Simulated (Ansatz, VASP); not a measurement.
# Two plane-wave programs on LaNbO

```
CELL_PARAMETERS angstrom
2.98471 0.00000 0.00000
0.00000 2.98471 0.00000
0.00000 0.00000 5.85877
ATOMIC_POSITIONS crystal
La 0.00000 0.00000 0.96606
Nb 0.00000 0.00000 0.43213
O 0.50000 0.50000 0.57382
```

Alike in both runs: functional PBE; k mesh 6 × 6 × 4; occupations gaussian, width 0.1 eV; no spin polarisation.

Ansatz relaxed the structure, and its values are those at the end. VASP's run is a single point on that final structure, the one shown.

|  | VASP | Ansatz |
| --- | --- | --- |
| version | VASP 6.6.1 | Ansatz 0.2.0 |
| potentials or method | VASP PAW PBE potentials, release 64 (La, Nb_sv, O), cutoff 520 eV | scalar-relativistic, plane waves, PAW |
| valence electrons in the cell | 30 | 30 |

```csv
,VASP,Ansatz,Ansatz less VASP
gap on the k mesh at the Fermi level (eV),none,none,-
pressure (GPa),0.0,0.1,+0.10
rms of the force components (eV/Å),0.003,0.004,+0.0002
```

A gap of «none» marks a metal or a gap that the smearing closes. With one functional, cell and mesh, what is left measures potentials, basis and numerics.

Spin-orbit coupling is off throughout.
